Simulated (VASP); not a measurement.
# MgSi2N2 in VASP: notebook

The runs below take MgSi2N2 through single point, with PBE.

Everything below comes from runs of VASP 6.6.1. Logs are shortened: lines on timing, memory, paths and dates and some standing lists are left out, and cuts for length are marked.

**1. The cell of the first run**

The structure is trigonal, space group P-3m1 (No. 164). The conventional cell has a = 3.389 Å, b = 3.389 Å, c = 6.976 Å, α = 90.00°, β = 90.00°, γ = 120.00°. Mg (site symmetry -3m) has 6 N at 2.26 Å within 3.0 Å. Within 2.2 Å of Si (site symmetry 3m) lie 1 N at 1.62 Å. N (site symmetry 3m) has 1 Si at 1.62 Å within 2.2 Å.

**2. Single point, PBE**

Input file INCAR:

```
PREC = Accurate
ENCUT = 520
EDIFF = 1E-6
ISMEAR = 0
SIGMA = 0.1
LREAL = False
LASPH = True
NELM = 60
ALGO = Normal
ISIF = 2
LWAVE = False
LCHARG = True
GGA = PE
LELF = True
LVHAR = True
NBANDS = 18
```

Input file KPOINTS:

```
regular mesh
0
Gamma
  12 12 6
```

Input file POSCAR:

```
MgSi2N2
1.0
    3.3893181609      0.0000000000      0.0000000000
   -1.6946590804      2.9352356288      0.0000000000
    0.0000000000      0.0000000000      6.9763886134
Mg Si N
1 2 2
Direct
    0.0000000000      0.0000000000      0.0000000000
    0.3333333333      0.6666666667      0.3958562609
    0.6666666667      0.3333333333      0.6041437391
    0.3333333333      0.6666666667      0.1630773796
    0.6666666667      0.3333333333      0.8369226204
```

Potentials or basis: VASP PAW PBE potentials, release 64 (Mg, Si, N).

Started as:

```bash
> cat potpaw_PBE.64/Mg/POTCAR potpaw_PBE.64/Si/POTCAR potpaw_PBE.64/N/POTCAR > POTCAR
> mpirun -np 1 vasp_std > vasp.out
```

OUTCAR:

```text
PREC = Accurate
   ENCUT = 520
   EDIFF = 1E-6
   ISMEAR = 0
   LREAL = False
   LASPH = True
   NELM = 60
   ISIF = 2
   GGA = PE

 ion  position               nearest neighbor table
   1  0.000  0.000  0.000-   4 2.26   5 2.26   4 2.26   5 2.26   5 2.26   4 2.26   2 3.38   3 3.38
                             2 3.38   3 3.38   2 3.38   3 3.38
   2  0.333  0.667  0.396-   4 1.62   3 2.44   3 2.44   3 2.44   1 3.38   1 3.38   1 3.38
   3  0.667  0.333  0.604-   5 1.62   2 2.44   2 2.44   2 2.44   1 3.38   1 3.38   1 3.38
   4  0.333  0.667  0.163-   2 1.62   1 2.26   1 2.26   1 2.26
   5  0.667  0.333  0.837-   3 1.62   1 2.26   1 2.26   1 2.26

  LATTYP: Found a hexagonal cell.
 ALAT       =     3.3893181609
 C/A-ratio  =     2.0583457445

  Lattice vectors:

 A1 = (   3.3893181609,   0.0000000000,   0.0000000000)
 A2 = (  -1.6946590804,   2.9352356288,   0.0000000000)
 A3 = (   0.0000000000,   0.0000000000,   6.9763886134)

Analysis of symmetry for initial positions (statically):
=====================================================================
 Subroutine PRICEL returns:
 Original cell was already a primitive cell.

 Routine SETGRP: Setting up the symmetry group for a
 hexagonal supercell.

 Subroutine GETGRP returns: Found 12 space group operations
 (whereof 12 operations were pure point group operations)
 out of a pool of 24 trial point group operations.

The static configuration has the point symmetry D_3d.

Analysis of symmetry for dynamics (positions and initial velocities):
=====================================================================
 Subroutine PRICEL returns:
 Original cell was already a primitive cell.

 Routine SETGRP: Setting up the symmetry group for a
 hexagonal supercell.

 Subroutine GETGRP returns: Found 12 space group operations
 (whereof 12 operations were pure point group operations)
 out of a pool of 24 trial point group operations.

The dynamic configuration has the point symmetry D_3d.

 Subroutine INISYM returns: Found 12 space group operations
 (whereof 12 operations are pure point group operations),
 and found     1 'primitive' translations

----------------------------------------------------------------------------------------

                                     Primitive cell

  volume of cell :      69.4042

  direct lattice vectors                    reciprocal lattice vectors
     3.389318161  0.000000000  0.000000000     0.295044594  0.170344076  0.000000000
    -1.694659080  2.935235629  0.000000000     0.000000000  0.340688151  0.000000000
     0.000000000  0.000000000  6.976388613     0.000000000  0.000000000  0.143340639

  length of vectors
     3.389318161  3.389318161  6.976388613     0.340688151  0.340688151  0.143340639

  position of ions in fractional coordinates (direct lattice)
     0.000000000  0.000000000  0.000000000
     0.333333333  0.666666667  0.395856261
     0.666666667  0.333333333  0.604143739
     0.333333333  0.666666667  0.163077380
     0.666666667  0.333333333  0.836922620

  ion indices of the primitive-cell ions
   primitive index   ion index
                 1           1
                 2           2
                 3           3
                 4           4
                 5           5

----------------------------------------------------------------------------------------

 KPOINTS: regular mesh

Automatic generation of k-mesh.
 Grid dimensions read from file:
 generate k-points for:   12   12    6

 Generating k-lattice:

  Cartesian coordinates                     Fractional coordinates (reciprocal lattice)
     0.024587049  0.014195340  0.000000000     0.083333333  0.000000000  0.000000000
     0.000000000  0.028390679  0.000000000     0.000000000  0.083333333  0.000000000
     0.000000000  0.000000000  0.023890106     0.000000000  0.000000000  0.166666667

  Length of vectors
     0.028390679  0.028390679  0.023890106

  Shift w.r.t. Gamma in fractional coordinates (k-lattice)
     0.000000000  0.000000000  0.000000000

 Subroutine IBZKPT returns following result:
 ===========================================

 Found    100 irreducible k-points:

 Following reciprocal coordinates:
            Coordinates               Weight
  0.000000  0.000000  0.000000      1.000000
  0.083333  0.000000  0.000000      6.000000
  0.166667  0.000000  0.000000      6.000000
  0.250000  0.000000  0.000000      6.000000
  0.333333  0.000000  0.000000      6.000000
  0.416667 -0.000000  0.000000      6.000000
[... 16 lines left out ...]
  0.166667  0.000000  0.166667      6.000000
  0.000000  0.166667  0.166667      6.000000
 [... further k-points ...]
   k-points           NKPTS =    100   k-points in BZ     NKDIM =    100   number of bands    NBANDS=     18
   number of dos      NEDOS =    301   number of ions     NIONS =      5
   total plane-waves  NPLWV =  42336
   dimension x,y,z NGX =    28 NGY =   28 NGZ =   54
   dimension x,y,z NGXF=    56 NGYF=   56 NGZF=  108
   ions per type =               1   2   2
   NGX,Y,Z   is equivalent  to a cutoff of  13.73, 13.73, 12.87 a.u.
   NGXF,Y,Z  is equivalent  to a cutoff of  27.47, 27.47, 25.74 a.u.
 SYSTEM =  unknown system
   PREC   = accura    normal or accurate (medium, high low for compatibility)
   ISTART =      0    job   : 0-new  1-cont  2-samecut
   ICHARG =      2    charge: 1-file 2-atom 10-const
   ISPIN  =      1    spin polarized calculation?
   LNONCOLLINEAR =      F non collinear calculations
   LSORBIT =      F    spin-orbit coupling
   LASPH  =      T    aspherical Exc in radial PAW
   ENCUT  =  520.0 eV  38.22 Ry    6.18 a.u.   6.30  6.30 12.97*2*pi/ulx,y,z
   NELM   =     60;   NELMIN=  2; NELMDL= -5     # of ELM steps
   EDIFF  = 0.1E-05   stopping-criterion for ELM
   LREAL  =      F    real-space projection
   EDIFFG = 0.1E-04   stopping-criterion for IOM
   NSW    =      0    number of steps for IOM
   IBRION =     -1    ionic relax: 0-MD 1-quasi-New 2-CG
   NFREE  =      0    steps in history (QN), initial steepest desc. (CG)
   ISIF   =      2    stress and relaxation
   ISYM   =      2    0-nonsym 1-usesym 2-fastsym
   POTIM  = 0.5000    time-step for ionic-motion
   TEBEG  =    0.0;   TEEND  =   0.0 temperature during run
   PSTRESS=    0.0 pullay stress
   NELECT =      20.0000    total number of electrons
   NUPDOWN=      -1.0000    fix difference up-down
   EMIN   =  10.00;   EMAX   =-10.00  energy-range for DOS
   EFERMI =   0.00;   METHOD = LEGACY
   ISMEAR =     0;   SIGMA  =   0.10  broadening in eV -4-tet -1-fermi 0-gaus
   EFERMI_NEDOS =   21; number of points for ismear=-14 and -15
   IALGO  =     38    algorithm
   IMIX   =      4    mixing-type and parameters
     AMIX     =   0.40;   BMIX     =  1.00
     AMIX_MAG =   1.60;   BMIX_MAG =  1.00
  volume/ion in A,a.u.               =      13.88        93.67
  Fermi-wavevector in a.u.,A,eV,Ry     =   1.081325  2.043408 15.908794  1.169263
  Thomas-Fermi vector in A             =   2.217338
   LORBIT       =      0    0 simple, 1 ext, 2 COOP (PROOUT), +10 PAW based schemes
   GGA     = PE    functional components
   LHFCALC =     F    Hartree Fock is set to
   AEXX    =    0.0000 exact exchange contribution
   IVDW    =     0    specifies the selected vdW correction
   LEPSILON=     F    determine dielectric tensor
   LRPA    =     F    only Hartree local field effects (RPA)
 non-spin polarized calculation
 Gauss-broadening in eV      SIGMA  =   0.10
  energy-cutoff  :      520.00
  volume of cell :       69.40
 maximum number of plane-waves:      1886
 NGX is ok and might be reduce to    28

 number of electron      20.0000001 magnetization

 Free energy of the ion-electron system (eV)
  ---------------------------------------------------
  ext. energy  EPLUGINS =         0.00000000
  ---------------------------------------------------
  free energy    TOTEN  =       -29.71667018 eV

  energy without entropy =      -29.71321816  energy(sigma->0) =      -29.71494417

 E-fermi :   4.2812     XC(G=0): -10.0035

 val. band max:        4.2741633649   @ k =   0.2500   0.2500   0.5000
 cond. band min:       4.3461710757   @ k =   0.2500   0.1667   0.1667
 fundamental gap:      0.0720077108
 Fermi energy:         4.2812225877

 k-point     1 :       0.0000    0.0000    0.0000
  band No.  band energies     occupation
      1     -10.3321      2.00000
      2      -9.4338      2.00000
      3      -6.0087      2.00000
      4       0.2294      2.00000
      5       0.8463      2.00000
      6       3.4784      2.00000
[... 10 lines left out ...]
     17      12.6428      0.00000
     18      14.7803      0.00000

 k-point     2 :       0.0833    0.0000    0.0000
  band No.  band energies     occupation
      1     -10.2776      2.00000
      2      -9.4054      2.00000
      3      -5.9147      2.00000
      4       0.2450      2.00000
      5       0.8452      2.00000
      6       3.1702      2.00000
[... 10 lines left out ...]
     17      12.8972      0.00000
     18      14.0341      0.00000

 k-point     3 :       0.1667    0.0000    0.0000
  band No.  band energies     occupation
      1     -10.1226      2.00000
      2      -9.3278      2.00000
      3      -5.6338      2.00000
      4       0.2730      2.00000
      5       0.8228      2.00000
      6       2.3763      2.00000
[... 10 lines left out ...]
     17      13.1133      0.00000
     18      13.6880      0.00000

 k-point     4 :       0.2500    0.0000    0.0000
  band No.  band energies     occupation
      1      -9.8929      2.00000
      2      -9.2238      2.00000
      3      -5.1701      2.00000
      4       0.2472      2.00000
      5       0.7305      2.00000
      6       1.2978      2.00000
[... 10 lines left out ...]
     17      13.6930      0.00000
     18      14.0913      0.00000

 k-point     5 :       0.3333    0.0000    0.0000
  band No.  band energies     occupation
      1      -9.6329      2.00000
      2      -9.1290      2.00000
      3      -4.5333      2.00000
      4      -0.2025      2.00000
      5       0.4257      2.00000
      6       0.5519      2.00000
[... 10 lines left out ...]
     17      13.6307      0.00000
     18      14.7095      0.00000

 k-point     6 :       0.4167   -0.0000    0.0000
  band No.  band energies     occupation
      1      -9.4056      2.00000
      2      -9.0812      2.00000
      3      -3.7593      2.00000
      4      -1.3110      2.00000
      5       0.2366      2.00000
      6       0.3423      2.00000
[... 10 lines left out ...]
     17      13.5880      0.00000
     18      15.0628      0.00000

 k-point     7 :       0.5000    0.0000    0.0000
  band No.  band energies     occupation
      1      -9.3021      2.00000
      2      -9.0803      2.00000
      3      -3.1790      2.00000
      4      -2.0344      2.00000
      5       0.1801      2.00000
      6       0.2528      2.00000
[... 10 lines left out ...]
     17      13.5549      0.00000
     18      15.2238      0.00000

 k-point     8 :       0.0833    0.0833    0.0000
  band No.  band energies     occupation
      1     -10.1729      2.00000
      2      -9.3524      2.00000
      3      -5.7272      2.00000
      4       0.2675      2.00000
      5       0.8340      2.00000
      6       2.6871      2.00000
[... 10 lines left out ...]
     17      13.2348      0.00000
     18      13.2827      0.00000
[... 229 lines left out ...]
     17      14.4741      0.00000
     18      14.4741      0.00000

 k-point    20 :       0.0000    0.0000    0.1667
  band No.  band energies     occupation
      1     -10.2863      2.00000
      2      -9.5153      2.00000
      3      -5.9155      2.00000
      4      -0.3703      2.00000
      5       1.5266      2.00000
      6       3.5054      2.00000
[... 10 lines left out ...]
     17      12.6025      0.00000
     18      14.8072      0.00000

 k-point    21 :       0.0833    0.0000    0.1667
  band No.  band energies     occupation
      1     -10.2328      2.00000
      2      -9.4835      2.00000
      3      -5.8261      2.00000
      4      -0.3329      2.00000
      5       1.4994      2.00000
      6       3.1942      2.00000
[... 10 lines left out ...]
     17      12.8397      0.00000
     18      14.0814      0.00000

 k-point    22 :       0.0000    0.0833    0.1667
  band No.  band energies     occupation
      1     -10.2328      2.00000
      2      -9.4835      2.00000
      3      -5.8260      2.00000
      4      -0.3342      2.00000
      5       1.4949      2.00000
      6       3.2125      2.00000
[... 10 lines left out ...]
     17      12.8245      0.00000
     18      14.0694      0.00000

 k-point    23 :       0.1667    0.0000    0.1667
  band No.  band energies     occupation
      1     -10.0808      2.00000
      2      -9.3964      2.00000
      3      -5.5587      2.00000
      4      -0.2337      2.00000
      5       1.4033      2.00000
      6       2.4002      2.00000
[... 10 lines left out ...]
     17      13.2362      0.00000
     18      13.5672      0.00000

 k-point    24 :       0.0000    0.1667    0.1667
  band No.  band energies     occupation
      1     -10.0810      2.00000
      2      -9.3961      2.00000
      3      -5.5578      2.00000
      4      -0.2466      2.00000
      5       1.3503      2.00000
      6       2.4938      2.00000
[... 10 lines left out ...]
     17      13.0064      0.00000
     18      13.8744      0.00000

 [... further k-points ...]
[... 5 lines left out ...]
  --------------------------------------------------------------------------------------
  -------------------------------------------------------------------------------------
  Total       -0.1413377     -0.1413377      0.0991071     -0.0000000     -0.0000000      0.0000000
  in kB       -3.2627401     -3.2627401      2.2878590     -0.0000000     -0.0000000      0.0000000
  external PRESSURE =      -1.4125404 kB  Pullay stress =       0.0000000 kB

 VOLUME and BASIS-vectors are now :
 -----------------------------------------------------------------------------
  energy-cutoff  :      520.00
  volume of cell :       69.40
      direct lattice vectors                 reciprocal lattice vectors
     3.389318161  0.000000000  0.000000000     0.295044594  0.170344076  0.000000000
    -1.694659080  2.935235629  0.000000000     0.000000000  0.340688151  0.000000000
     0.000000000  0.000000000  6.976388613     0.000000000  0.000000000  0.143340639

 POSITION                                       TOTAL-FORCE (eV/Angst)
 -----------------------------------------------------------------------------------
      0.00000      0.00000      0.00000         0.000000      0.000000     -0.000000
     -0.00000      1.95682      2.76165         0.000000     -0.000000      0.084028
      1.69466      0.97841      4.21474         0.000000      0.000000     -0.084028
     -0.00000      1.95682      1.13769        -0.000000      0.000000     -0.079680
      1.69466      0.97841      5.83870         0.000000      0.000000      0.079680
 -----------------------------------------------------------------------------------
    total drift:                                0.000000      0.000000      0.000000

  FREE ENERGIE OF THE ION-ELECTRON SYSTEM (eV)
  ---------------------------------------------------
  free  energy   TOTEN  =       -29.7166701771 eV

  energy  without entropy=      -29.7132181620  energy(sigma->0) =      -29.71494417
```

Run time: 4.2 min. Hardware: 1 thread of AMD EPYC 7R43 (Zen 3), shared host; peak memory 0.24 GiB.

What came out:

```
Free energy            : -29.7167 eV
Pressure               : -0.1 GPa
Largest force          : 0.084 eV/Å
Band gap on the k mesh : zero (band 10 reaches 6.14 eV, above the bottom of band 11 at 3.22 eV)
```

Forces in eV/Å, atoms in the order of the input:
```
Mg   0.000  0.000  0.000
Si   0.000  0.000  0.084
Si   0.000  0.000 -0.084
N    0.000  0.000 -0.080
N    0.000  0.000  0.080
```

**3. Single point, PBE**

This run uses another cell than the first one: it holds 10 atoms, not 5.

Input file INCAR:

```
  ALGO = Normal
  EDIFF = 1E-7
  ENCUT = 520
  GGA = PE
  ISIF = 2
  ISMEAR = 0
  LASPH = T
  LCHARG = F
  LREAL = F
  LWAVE = F
  NBANDS = 31
  NELM = 80
  PREC = Accurate
  SIGMA = 0.2
```

Input file KPOINTS:

```
k-points
0
Gamma
  6 6 2
```

Input file POSCAR:

```
MgSi2N2
1.0
    3.3917832624     -0.0028125696      0.0011977977
   -1.6982631819      2.9504635365     -0.0030427494
    0.0052352475     -0.0121210540     13.9184311741
Mg Si N
2 4 4
Direct
   -0.0002235595     -0.0002314064      0.4999783116
   -0.0000401717     -0.0001916172      0.0000178883
    0.3346165072      0.6670269445      0.1980904076
    0.3334073243      0.6676715582      0.6981095942
    0.6666333341      0.3325743471      0.3018897663
    0.6655481056      0.3332282705      0.8019094309
    0.3338713253      0.6670258274      0.0813512697
    0.3330413254      0.6673034578      0.5813682407
    0.6665063305      0.3326817178      0.4186338597
    0.6666394786      0.3329109002      0.9186512312
```

Potentials or basis: VASP PAW PBE potentials, release 64 (Mg, Si, N).

Started as:

```bash
> cat potpaw_PBE.64/Mg/POTCAR potpaw_PBE.64/Si/POTCAR potpaw_PBE.64/N/POTCAR > POTCAR
> mpirun -np 1 vasp_std > vasp.out
```

Run time: 8.2 min. Hardware: 1 thread of AMD EPYC 7R43 (Zen 3), shared host; peak memory 0.31 GiB.

Results (log left out):

```yaml
Free_energy: -59.4070 eV
Pressure: -0.1 GPa
Largest_force: 0.097 eV/Å
Band_gap_on_the_k_mesh: zero (band 20 reaches 6.14 eV, above the bottom of band 21 at 3.39 eV)
```

Forces on the atoms (eV/Å):
```
Mg  -0.001  0.002  0.002
Mg   0.002  0.002 -0.001
Si  -0.001 -0.001  0.097
Si   0.002 -0.001  0.094
Si  -0.001  0.001 -0.094
Si   0.000  0.000 -0.095
N   -0.001  0.000 -0.087
N    0.003 -0.002 -0.087
N   -0.002  0.000  0.086
N   -0.002  0.000  0.086
```

Stress tensor (GPa, compression positive):
```
-0.22  0.04 -0.04
 0.04 -0.33  0.03
-0.04  0.03  0.39
```

Levels at points of the mesh, in eV from the Fermi level:
```tsv
k point	band 17	band 18	band 19	band 20	band 21	band 22	band 23	band 24
(0.00, 0.00, 0.00)	-0.27	-0.26	0.83	1.90	2.88	2.94	2.98	3.04
(0.50, 0.00, 0.00)	-1.51	-1.32	-1.28	-0.72	0.98	1.37	2.94	2.96
(0.00, 0.50, 0.00)	-1.46	-1.29	-1.27	-0.70	1.04	1.42	2.99	3.02
(0.50, 0.50, 0.00)	-1.49	-1.31	-1.29	-0.71	1.00	1.39	2.96	2.98
(0.00, 0.00, 0.50)	-0.34	-0.34	1.42	1.42	2.93	2.93	2.99	2.99
(0.50, 0.00, 0.50)	-1.32	-1.32	-0.97	-0.97	1.19	1.19	2.94	2.94
(0.00, 0.50, 0.50)	-1.32	-1.32	-0.94	-0.94	1.24	1.24	2.99	2.99
(0.50, 0.50, 0.50)	-1.32	-1.32	-0.96	-0.96	1.21	1.21	2.96	2.96
```
